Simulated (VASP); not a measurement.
**SrO: single point with PBE**

The system is SrO.

```
Sr O
1.0
     4.51347    0.00000    0.00000
    -2.25673    3.90878    0.00000
     0.00000    0.00000    4.62620
Sr O
2 2
Cartesian
  0.0000 2.6059 4.3400
  2.2567 1.3029 2.0269
  0.0000 2.6059 2.0211
  2.2567 1.3029 4.3342
```

This cell differs from its parent crystal: ratio of the length along z to the lengths across it x 0.85, volume and fractional coordinates fixed.

```yaml
Program: VASP 6.6.1
Task: single point
Functional: PBE
Potentials_or_basis: VASP PAW PBE potentials, release 64 (Sr_sv, O)
Cutoff: 600 eV
k_mesh: 9 × 9 × 6
Occupations: gaussian, width 0.05 eV
Spin: no spin polarisation
```

| Item | Value |
| --- | --- |
| Pressure | 7.2 GPa |
| Largest force | 0.066 eV/Å |
| Band gap on the k mesh | 1.72 eV, direct |

Forces on the atoms (eV/Å):
```
Sr   0.000  0.000 -0.066
Sr   0.000  0.000 -0.066
O    0.000  0.000  0.066
O    0.000  0.000  0.066
```

Stress tensor (GPa, compression positive):
```
-1.72  0.00  0.00
 0.00 -1.72  0.00
 0.00  0.00 25.13
```

Levels at points of the mesh, in eV from the valence-band top:
| k point | band 14 | band 15 | band 16 | band 17 | band 18 | band 19 |
| --- | --- | --- | --- | --- | --- | --- |
| (0.00, 0.00, 0.00) | -1.42 | -0.08 | 0.00 | 1.72 | 5.35 | 5.35 |
| (0.00, 0.00, 0.50) | -1.82 | -1.82 | -1.82 | 3.47 | 3.47 | 7.26 |

It took 3 min on 1 thread of AMD EPYC 7R13 Processor (Zen 3) (shared host), peak memory 0.24 GiB.

 A k mesh can miss the band edges.
